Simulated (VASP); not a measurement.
## C: single point with PBE0

Crystal: C.

```
C
1.0
     0.00000    1.77140    1.77140
     1.77140    0.00000    1.77140
     1.77140    1.77140    0.00000
C
2
Direct
  0.75000 0.75000 0.75000
  0.50000 0.50000 0.50000
```

```yaml
Program: VASP 6.6.1
Task: single point
Functional: PBE0
Potentials_or_basis: VASP PAW PBE potentials, release 64 (C)
Cutoff: 520 eV
k_mesh: 8 × 8 × 8
Occupations: fermi-dirac, width 0.05 eV
Spin: no spin polarisation
```

```json
{"Pressure": "1.8 GPa", "Band gap on the k mesh": "6.09 eV (least direct gap 7.78 eV)"}
```

Levels at points of the mesh, in eV from the valence-band top:
| k point | band 2 | band 3 | band 4 | band 5 | band 6 | band 7 |
| --- | --- | --- | --- | --- | --- | --- |
| (0.00, 0.00, 0.00) | 0.00 | 0.00 | 0.00 | 7.78 | 7.78 | 7.78 |
| (0.50, 0.00, 0.00) | -14.90 | -3.14 | -3.14 | 10.88 | 10.88 | 11.41 |
| (0.50, 0.50, 0.00) | -14.27 | -7.03 | -7.03 | 6.72 | 6.72 | 20.33 |

Run time: 9.5 min on 1 thread of Oxide Virtual Turin-like Processor, with other jobs on the host, peak memory 0.09 GiB.

Caveat: the PAW data sets were made with another functional, which shifts forces and pressure a little. A k mesh can miss the band edges.
